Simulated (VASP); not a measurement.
Set up this calculation in VASP 6.6.1, as the native input.

```yaml
Task: single point
Functional: PBE
Potentials_or_basis: VASP PAW PBE potentials, release 64 (Pt)
Cutoff: 520 eV
k_mesh: 22 × 22 × 22
Occupations: fermi-dirac, width 0.1 eV
Spin: no spin polarisation
Dipole_correction: no
Further_INCAR_settings: ALGO = Normal; EDIFF = 1e-06; NBANDS = 11
```

The structure of Pt lies in POSCAR:

```
Pt
1.0
    0.0000000000      2.0119103417      2.0119103417
    2.0119103417      0.0000000000      2.0119103417
    2.0119103417      2.0119103417      0.0000000000
Pt
1
Direct
    0.0000000000      0.0000000000      0.0000000000
```

This cell differs from its parent crystal: volume scaled by 1.04.

These files were run (other wordings do the same):

INCAR

```
SYSTEM = Pt
PREC = Accurate
ENCUT = 520
EDIFF = 1E-6
ISMEAR = -1
SIGMA = 0.1
LREAL = .False.
LASPH = .True.
NELM = 100
ALGO = Normal
ISIF = 2
LWAVE = .False.
LCHARG = .True.
GGA = PE
LELF = .True.
LVHAR = .True.
NBANDS = 11
```

KPOINTS

```
Automatic mesh
0
Gamma
  22 22 22
  0 0 0
```

Potentials or basis: VASP PAW PBE potentials, release 64 (Pt).

Command:

```console
$ cat potpaw_PBE.64/Pt/POTCAR > POTCAR
$ mpirun -np 1 vasp_std > vasp.out
```

Results of the run:

| Property | Result |
| --- | --- |
| Pressure | -9.0 GPa |
| Band gap on the k mesh | zero (band 5 reaches 10.27 eV, above the bottom of band 6 at 8.31 eV) |

Caveat: spin-orbit coupling is left out, which moves the levels of the heavy elements.

It took 100 s on 1 thread of AMD EPYC 7R13 (shared host), peak memory 0.16 GiB.
